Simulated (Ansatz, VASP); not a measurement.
# Two plane-wave programs on CsTa3

```xyz
4
Lattice="4.5360 0.0000 0.0000 0.0000 4.5360 0.0000 0.0000 0.0000 4.5360" Properties=species:S:1:pos:R:3 pbc="T T T"
Cs    0.0000    0.0000    0.0000
Ta    0.0000    2.2680    2.2680
Ta    2.2680    0.0000    2.2680
Ta    2.2680    2.2680    0.0000
```

Alike in both runs: task relaxation of cell and atoms; functional PBE; k mesh 4 × 4 × 4; occupations gaussian, width 0.1 eV; no spin polarisation.

|  | VASP | Ansatz |
| --- | --- | --- |
| version | VASP 6.6.1 | Ansatz 0.2.0 |
| potentials or method | VASP PAW PBE potentials, release 64 (Cs_sv, Ta_sv_GW), cutoff 500 eV | scalar-relativistic, plane waves, PAW |
| valence electrons in the cell | 48 | 48 |

|  | VASP | Ansatz | Ansatz less VASP |
| --- | --- | --- | --- |
| gap on the k mesh at the Fermi level, each at its own relaxed structure (eV) | none | none | - |
| relaxed volume (Å³/atom) | 21.59 | 21.51 | -0.086 |
| relaxed length of the cell vector where the two differ most in proportion (Å) | 4.420 | 4.415 | -0.0059 |

A gap of «none» marks a metal or a gap that the smearing closes.

Spin-orbit coupling is off throughout.
